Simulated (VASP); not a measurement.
Write the native input for VASP 6.6.1 that does the following.

```yaml
Task: relaxation of cell and atoms
Functional: PBEsol
Potentials_or_basis: VASP PAW PBE potentials, release 64 (Ti_sv, Co)
Cutoff: 600 eV
k_mesh: 10 × 10 × 10
Occupations: gaussian, width 0.1 eV
Spin: collinear spin
Starting_moments: "[-0.03, -0.03, 0.15, 0.15, 0.15, 0.15] μB"
Dipole_correction: no
Further_INCAR_settings: ALGO = Normal; EDIFF = 1e-07; IBRION = 2; EDIFFG = -0.005; NSW = 100; ISIF = 3
```

The structure of TiCo2 lies in POSCAR:

```
TiCo2
1.0
    0.0000000000      3.2763182987      3.2763182987
    3.2763182987      0.0000000000      3.2763182987
    3.2763182987      3.2763182987      0.0000000000
Ti Co
2 4
Direct
    0.5000000000      0.5000000000      0.5000000000
    0.7500000000      0.7500000000      0.7500000000
    0.1250000000      0.1250000000      0.1250000000
    0.6250000000      0.1250000000      0.1250000000
    0.1250000000      0.1250000000      0.6250000000
    0.1250000000      0.6250000000      0.1250000000
```

The input as run:

INCAR

```
PREC = Accurate
ENCUT = 600
EDIFF = 1E-7
ISMEAR = 0
SIGMA = 0.1
LREAL = False
LASPH = True
NELM = 150
ALGO = Normal
ISIF = 3
LWAVE = False
LCHARG = False
ISPIN = 2
MAGMOM = -0.03 -0.03 0.15 0.15 0.15 0.15
LORBIT = 11
LMAXMIX = 4
GGA = PS
IBRION = 2
NSW = 100
EDIFFG = -0.005
KPAR = 4
```

KPOINTS

```
Automatic mesh
0
Gamma
  10 10 10
```

Potentials or basis: VASP PAW PBE potentials, release 64 (Ti_sv, Co).

Run with:

```bash
$ cat potpaw_PBE.64/Ti_sv/POTCAR potpaw_PBE.64/Co/POTCAR > POTCAR
$ mpirun -np 4 vasp_std > vasp.out
```

Results of the run:

The relaxed volume is 11.68 Å³/atom, the relaxed cell is a = 4.628 Å, b = 4.628 Å, c = 4.628 Å, α = 60.00°, β = 60.00°, γ = 60.00° and the space group after relaxing (to 0.1 Å) is Fd-3m (No. 227). The energy gained by relaxing is 0.1 meV/atom. The ionic steps are 3. The pressure after relaxing is 0.0 GPa and the band gap on the k mesh is zero (filled and empty bands overlap). The net moment is 0.00 μB per cell. The valence electrons inside the program's atomic spheres are Ti 10.27; Co 8.54.

Caveat: the PAW data sets were made with another functional, which shifts forces and pressure a little.

Run time: 12 min on 4 MPI ranks on Oxide Virtual Turin-like Processor, on a shared host, peak memory 0.42 GiB a rank.
